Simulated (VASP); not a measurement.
# Yb: single point with PBE

Yb, in a box:

```
Yb
1.0
     8.50000    0.00000    0.00000
     0.00000    8.50000    0.00000
     0.00000    0.00000    8.50000
Yb
1
Direct
  0.51000 0.52000 0.49000
```

```
Program                : VASP 6.6.1
Task                   : single point
Functional             : PBE
Potentials or basis    : VASP PAW PBE potentials, release 64 (Yb)
Cutoff                 : 520 eV
k mesh                 : 1 × 1 × 1
Occupations            : fermi-dirac, width 0.1 eV
Spin                   : no spin polarisation
Dipole correction      : no
Further INCAR settings : ALGO = Normal; EDIFF = 1e-06; NBANDS = 18
```

```
Gap between the frontier levels : 2.14 eV
```

Levels at points of the mesh, in eV from the valence-band top:
```tsv
k point	band 9	band 10	band 11	band 12	band 13	band 14	band 15	band 16
(0.00, 0.00, 0.00)	0.00	0.00	0.00	0.00	2.14	2.14	2.19	2.19
```

It took 50 s on 1 thread of Intel(R) Xeon(R) 6975P-C (Granite Rapids) (shared host), peak memory 0.51 GiB.

Caveat: spin-orbit coupling is left out, which moves the levels of the heavy elements. Spin polarisation is off, so any magnetic state and its effect on volume and gap are missing.
